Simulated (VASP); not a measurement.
# Pt5Au (Pt (110), 6 layers) in VASP: single point with PBE

Aim: the single point of Pt5Au (Pt (110), 6 layers) with PBE.

All numbers are computed with VASP 6.6.1; they aren't measurements. Logs are shortened: lines on timing, memory, paths and dates and some standing lists are left out, and cuts for length are marked.

**1. The cell of the first run**

The cell holds a slab with vacuum, 6 atoms: a = 2.809 Å, b = 3.972 Å, c = 23.021 Å, α = 90.00°, β = 90.00°, γ = 90.00°.

**2. Single point, PBE**

Contents of INCAR:

```
SYSTEM = Pt5Au
PREC     = Accurate       ! precision mode
ENCUT    = 520            ! plane-wave cutoff, eV
EDIFF    = 1E-7           ! SCF threshold, eV
ISMEAR   = -1             ! smearing method
SIGMA    = 0.1            ! smearing width, eV
LREAL    = .FALSE.        ! projectors in reciprocal space
LASPH    = .TRUE.         ! aspherical terms in the spheres
NELM     = 80             ! most SCF steps
ALGO     = Normal         ! electronic algorithm
ISIF     = 2              ! what is computed and relaxed
LWAVE    = .FALSE.        ! write WAVECAR
LCHARG   = .FALSE.        ! write CHGCAR
LDIPOL   = .TRUE.       
IDIPOL   = 3            
DIPOL    = 0.5 0.5 0.500
GGA      = PE             ! functional
NBANDS   = 40             ! bands
```

Contents of KPOINTS:

```
Automatic mesh
0
G
  14 10 1
  0 0 0
```

Contents of POSCAR:

```
Pt5Au
1.0
    2.8085470207      0.0000000000      0.0000000000
    0.0000000000      3.9718852873      0.0000000000
    0.0000000000      0.0000000000     23.0214000000
Au Pt
1 5
Direct
    0.2500000000      0.2500000000      0.3525208290
    0.7500000000      0.7500000000      0.4046703940
    0.2500000000      0.2500000000      0.4706394975
    0.7500000000      0.7500000000      0.5293605030
    0.2500000000      0.2500000000      0.5953295994
    0.7500000000      0.7500000000      0.6474791770
```

Potentials or basis: VASP PAW PBE potentials, release 64 (Au, Pt).

Command:

```sh
$ cat potpaw_PBE.64/Au/POTCAR potpaw_PBE.64/Pt/POTCAR > POTCAR
$ mpirun -np 1 vasp_std > vasp.out
```

OUTCAR:

```text
SYSTEM = Pt5Au
   PREC = Accurate
   ENCUT = 520
   EDIFF = 1E-7
   ISMEAR = -1
   LREAL = .FALSE.
   LASPH = .TRUE.
   NELM = 80
   ISIF = 2
   GGA = PE

 ion  position               nearest neighbor table
   1  0.250  0.250  0.353-   2 2.71   2 2.71   2 2.71   2 2.71   3 2.72
   2  0.750  0.750  0.405-   1 2.71   1 2.71   1 2.71   1 2.71   3 2.87   3 2.87   3 2.87   3 2.87
                             4 2.87
   3  0.250  0.250  0.471-   1 2.72   4 2.78   4 2.78   4 2.78   4 2.78   2 2.87   2 2.87   2 2.87
                             2 2.87   5 2.87
   4  0.750  0.750  0.529-   6 2.72   3 2.78   3 2.78   3 2.78   3 2.78   5 2.87   5 2.87   5 2.87
                             5 2.87   2 2.87
   5  0.250  0.250  0.595-   6 2.71   6 2.71   6 2.71   6 2.71   4 2.87   4 2.87   4 2.87   4 2.87
                             3 2.87
   6  0.750  0.750  0.647-   5 2.71   5 2.71   5 2.71   5 2.71   4 2.72

  LATTYP: Found a simple orthorhombic cell.
 ALAT       =     2.8085470207
 B/A-ratio  =     1.4142135624
 C/A-ratio  =     8.1969074508

  Lattice vectors:

 A1 = (   2.8085470207,   0.0000000000,   0.0000000000)
 A2 = (   0.0000000000,   3.9718852873,   0.0000000000)
 A3 = (   0.0000000000,   0.0000000000,  23.0214000000)

Analysis of symmetry for initial positions (statically):
=====================================================================
 Subroutine PRICEL returns:
 Original cell was already a primitive cell.

 Routine SETGRP: Setting up the symmetry group for a
 simple orthorhombic supercell.

 Subroutine GETGRP returns: Found  4 space group operations
 (whereof  1 operations were pure point group operations)
 out of a pool of  8 trial point group operations.

The static configuration has the point symmetry C_1 .
 The point group associated with its full space group is C_2v.

Analysis of symmetry for dynamics (positions and initial velocities):
=====================================================================
 Subroutine PRICEL returns:
 Original cell was already a primitive cell.

 Routine SETGRP: Setting up the symmetry group for a
 simple orthorhombic supercell.

 Subroutine GETGRP returns: Found  4 space group operations
 (whereof  1 operations were pure point group operations)
 out of a pool of  8 trial point group operations.

The dynamic configuration has the point symmetry C_1 .
 The point group associated with its full space group is C_2v.

 Subroutine INISYM returns: Found  4 space group operations
 (whereof  1 operations are pure point group operations),
 and found     1 'primitive' translations

----------------------------------------------------------------------------------------

                                     Primitive cell

  volume of cell :     256.8089

  direct lattice vectors                    reciprocal lattice vectors
     2.808547021  0.000000000  0.000000000     0.356055994  0.000000000  0.000000000
     0.000000000  3.971885287  0.000000000     0.000000000  0.251769608  0.000000000
     0.000000000  0.000000000 23.021400000     0.000000000  0.000000000  0.043437845

  length of vectors
     2.808547021  3.971885287 23.021400000     0.356055994  0.251769608  0.043437845

  position of ions in fractional coordinates (direct lattice)
     0.250000000  0.250000000  0.352520829
     0.750000000  0.750000000  0.404670394
     0.250000000  0.250000000  0.470639498
     0.750000000  0.750000000  0.529360503
     0.250000000  0.250000000  0.595329599
     0.750000000  0.750000000  0.647479177

  ion indices of the primitive-cell ions
   primitive index   ion index
                 1           1
                 2           2
                 3           3
                 4           4
                 5           5
                 6           6

----------------------------------------------------------------------------------------

 KPOINTS: Automatic mesh

Automatic generation of k-mesh.
 Grid dimensions read from file:
 generate k-points for:   14   10    1

 Generating k-lattice:

  Cartesian coordinates                     Fractional coordinates (reciprocal lattice)
     0.025432571  0.000000000  0.000000000     0.071428571  0.000000000  0.000000000
     0.000000000  0.025176961  0.000000000     0.000000000  0.100000000  0.000000000
     0.000000000  0.000000000  0.043437845     0.000000000  0.000000000  1.000000000

  Length of vectors
     0.025432571  0.025176961  0.043437845

  Shift w.r.t. Gamma in fractional coordinates (k-lattice)
     0.000000000  0.000000000  0.000000000

 Subroutine IBZKPT returns following result:
 ===========================================

 Found     48 irreducible k-points:

 Following reciprocal coordinates:
            Coordinates               Weight
  0.000000  0.000000  0.000000      1.000000
  0.071429  0.000000  0.000000      2.000000
  0.142857  0.000000  0.000000      2.000000
  0.214286  0.000000  0.000000      2.000000
  0.285714  0.000000  0.000000      2.000000
  0.357143  0.000000  0.000000      2.000000
[... 16 lines left out ...]
  0.428571  0.200000  0.000000      4.000000
  0.500000  0.200000  0.000000      2.000000
 [... further k-points ...]
   k-points           NKPTS =     48   k-points in BZ     NKDIM =     48   number of bands    NBANDS=     40
   number of dos      NEDOS =    301   number of ions     NIONS =      6
   total plane-waves  NPLWV = 129600
   dimension x,y,z NGX =    24 NGY =   30 NGZ =  180
   dimension x,y,z NGXF=    48 NGYF=   60 NGZF=  360
   ions per type =               1   5
   NGX,Y,Z   is equivalent  to a cutoff of  14.21, 12.56, 13.00 a.u.
   NGXF,Y,Z  is equivalent  to a cutoff of  28.41, 25.11, 26.00 a.u.
 SYSTEM =  Pt5Au
   PREC   = accura    normal or accurate (medium, high low for compatibility)
   ISTART =      0    job   : 0-new  1-cont  2-samecut
   ICHARG =      2    charge: 1-file 2-atom 10-const
   ISPIN  =      1    spin polarized calculation?
   LNONCOLLINEAR =      F non collinear calculations
   LSORBIT =      F    spin-orbit coupling
   LASPH  =      T    aspherical Exc in radial PAW
   ENCUT  =  520.0 eV  38.22 Ry    6.18 a.u.   5.22  7.39 42.80*2*pi/ulx,y,z
   NELM   =     80;   NELMIN=  2; NELMDL= -5     # of ELM steps
   EDIFF  = 0.1E-06   stopping-criterion for ELM
   LREAL  =      F    real-space projection
   EDIFFG = 0.1E-05   stopping-criterion for IOM
   NSW    =      0    number of steps for IOM
   IBRION =     -1    ionic relax: 0-MD 1-quasi-New 2-CG
   NFREE  =      0    steps in history (QN), initial steepest desc. (CG)
   ISIF   =      2    stress and relaxation
   ISYM   =      2    0-nonsym 1-usesym 2-fastsym
   POTIM  = 0.5000    time-step for ionic-motion
   TEBEG  =    0.0;   TEEND  =   0.0 temperature during run
   PSTRESS=    0.0 pullay stress
   NELECT =      61.0000    total number of electrons
   NUPDOWN=      -1.0000    fix difference up-down
   EMIN   =  10.00;   EMAX   =-10.00  energy-range for DOS
   EFERMI =   0.00;   METHOD = LEGACY
   ISMEAR =    -1;   SIGMA  =   0.10  broadening in eV -4-tet -1-fermi 0-gaus
   EFERMI_NEDOS =   21; number of points for ismear=-14 and -15
   IALGO  =     38    algorithm
   IMIX   =      4    mixing-type and parameters
     AMIX     =   0.40;   BMIX     =  1.00
     AMIX_MAG =   1.60;   BMIX_MAG =  1.00
  volume/ion in A,a.u.               =      42.80       288.84
  Fermi-wavevector in a.u.,A,eV,Ry     =   1.013868  1.915933 13.985813  1.027928
  Thomas-Fermi vector in A             =   2.147062
   LORBIT       =      0    0 simple, 1 ext, 2 COOP (PROOUT), +10 PAW based schemes
   GGA     = PE    functional components
   LHFCALC =     F    Hartree Fock is set to
   AEXX    =    0.0000 exact exchange contribution
   IVDW    =     0    specifies the selected vdW correction
   LEPSILON=     F    determine dielectric tensor
   LRPA    =     F    only Hartree local field effects (RPA)
 non-spin polarized calculation
  energy-cutoff  :      520.00
  volume of cell :      256.81
 maximum number of plane-waves:      6970
 NGX is ok and might be reduce to    24
   NGX = 11   NGY = 15   NGZ = 85

 dipolmoment           0.000000      0.000000     -0.046589 electrons x Angstroem

 number of electron      61.0000008 magnetization

 dipolmoment           0.000000      0.000000      0.007515 electrons x Angstroem

 Free energy of the ion-electron system (eV)
  ---------------------------------------------------
  ext. energy  EPLUGINS =         0.00000000
  ---------------------------------------------------
  free energy    TOTEN  =       -31.57639492 eV

  energy without entropy =      -31.26773860  energy(sigma->0) =      -31.42206676

 E-fermi :   0.4484     XC(G=0):  -5.6553

 val. band max:        0.4396830708   @ k =   0.0000   0.5000   0.0000
 cond. band min:       0.4539664749   @ k =   0.5000   0.5000   0.0000
 fundamental gap:      0.0142834041
 Fermi energy:         0.4483554423

 k-point     1 :       0.0000    0.0000    0.0000
  band No.  band energies     occupation
      1      -8.6965      2.00000
      2      -7.3872      2.00000
      3      -5.8861      2.00000
      4      -5.6951      2.00000
      5      -5.4419      2.00000
      6      -5.2266      2.00000
[... 32 lines left out ...]
     39       6.3675      0.00000
     40       6.6867      0.00000

 k-point     2 :       0.0714    0.0000    0.0000
  band No.  band energies     occupation
      1      -8.5660      2.00000
      2      -7.2667      2.00000
      3      -5.7650      2.00000
      4      -5.5931      2.00000
      5      -5.3135      2.00000
      6      -5.1679      2.00000
[... 935 lines left out ...]
     39       7.0614      0.00000
     40       7.4685      0.00000

 k-point    24 :       0.5000    0.2000    0.0000
  band No.  band energies     occupation
      1      -5.6687      2.00000
      2      -5.5491      2.00000
      3      -5.4290      2.00000
      4      -5.4117      2.00000
      5      -5.3143      2.00000
      6      -5.2579      2.00000
[... 32 lines left out ...]
     39       8.3630      0.00000
     40       8.3704      0.00000

 [... further k-points ...]

------------------------ aborting loop because EDIFF is reached ----------------------------------------

 vacuum level on the upper side and lower side of the slab       (xc-potential included)         0.053        -0.067

  FORCE on cell =-STRESS in cart. coord.  units (eV):
  Direction    XX          YY          ZZ          XY          YZ          ZX
  --------------------------------------------------------------------------------------
  -------------------------------------------------------------------------------------
  Total       -2.9035750      0.0259387      2.1493312      0.0000000      0.0000000      0.0000000
  in kB      -18.1147986      0.1618260     13.4092284      0.0000000      0.0000000      0.0000000
  external PRESSURE =      -1.5145814 kB  Pullay stress =       0.0000000 kB

 VOLUME and BASIS-vectors are now :
 -----------------------------------------------------------------------------
  energy-cutoff  :      520.00
  volume of cell :      256.81
      direct lattice vectors                 reciprocal lattice vectors
     2.808547021  0.000000000  0.000000000     0.356055994  0.000000000  0.000000000
     0.000000000  3.971885287  0.000000000     0.000000000  0.251769608  0.000000000
     0.000000000  0.000000000 23.021400000     0.000000000  0.000000000  0.043437845

 POSITION                                       TOTAL-FORCE (eV/Angst)
 -----------------------------------------------------------------------------------
      0.70214      0.99297      8.11552         0.000000      0.000000     -1.299692
      2.10641      2.97891      9.31608         0.000000      0.000000      0.889681
      0.70214      0.99297     10.83478         0.000000      0.000000      0.379412
      2.10641      2.97891     12.18662         0.000000      0.000000      0.003011
      0.70214      0.99297     13.70532         0.000000      0.000000      0.059538
      2.10641      2.97891     14.90588         0.000000      0.000000     -0.031950
 -----------------------------------------------------------------------------------
    total drift:                                0.000000      0.000000     -0.000004

  FREE ENERGIE OF THE ION-ELECTRON SYSTEM (eV)
  ---------------------------------------------------
  free  energy   TOTEN  =       -31.5763949150 eV

  energy  without entropy=      -31.2677385952  energy(sigma->0) =      -31.42206676

 vacuum level on the upper side and lower side of the slab         5.801         5.678
```

Wall time 32 min (1 thread of Oxide Virtual Turin-like, shared host); peak memory 0.58 GiB.

What came out:

```yaml
Free_energy: -31.5764 eV
Largest_force: 1.300 eV/Å
```

Forces on the atoms (eV/Å):
```
Au   0.000  0.000 -1.300
Pt   0.000  0.000  0.890
Pt   0.000  0.000  0.379
Pt   0.000  0.000  0.003
Pt   0.000  0.000  0.060
Pt   0.000  0.000 -0.032
```

Levels at points of the mesh, in eV from the Fermi level:
```csv
k point,band 29,band 30,band 31,band 32,band 33,band 34
"(0.00, 0.00, 0.00)",-0.53,-0.50,-0.23,-0.02,0.43,0.73
"(0.50, 0.00, 0.00)",0.23,0.30,1.47,1.94,1.98,2.27
"(0.00, 0.50, 0.00)",-0.36,-0.24,-0.19,-0.13,-0.01,0.13
"(0.50, 0.50, 0.00)",0.13,0.25,1.03,1.04,3.66,3.73
```

Caveat: spin-orbit coupling is left out, which moves the levels of the heavy elements.
